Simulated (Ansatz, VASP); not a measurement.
## HfC in VASP and in Ansatz

```
Hf C
1.0
     0.00000    2.32500    2.32500
     2.32500    0.00000    2.32500
     2.32500    2.32500    0.00000
Hf C
1 1
Direct
  0.50000 0.50000 0.50000
  0.95161 0.95161 0.97996
```

Alike in both runs: task single point; functional PBEsol; k mesh 18 × 18 × 18; occupations gaussian, width 0.15 eV; no spin polarisation.

|  | VASP | Ansatz |
| --- | --- | --- |
| version | VASP 6.6.1 | Ansatz 0.2.0 |
| potentials or method | VASP PAW PBE potentials, release 64 (Hf_pv, C), cutoff 520 eV | scalar-relativistic, plane waves, PAW |
| valence electrons in the cell | 14 | 30 |

```csv
,VASP,Ansatz,Ansatz less VASP
gap on the k mesh at the Fermi level (eV),0.51,0.49,-0.023
least direct gap on the mesh (eV),0.86,0.84,-0.022
pressure (GPa),1.8,2.1,+0.33
"traceless stress, the component that is largest in VASP (GPa)",5.51,5.39,-0.117
rms of the force components (eV/Å),1.312,1.307,-0.0056
```

VASP's potentials were made for PBE, not for PBEsol. Atom by atom the forces differ by 0.007 eV/Å (rms over components). VASP's potentials hold 14 valence electrons a cell and Ansatz's 30, so a difference there can come from the potentials and not from the codes.

Neither program's run includes spin-orbit coupling.
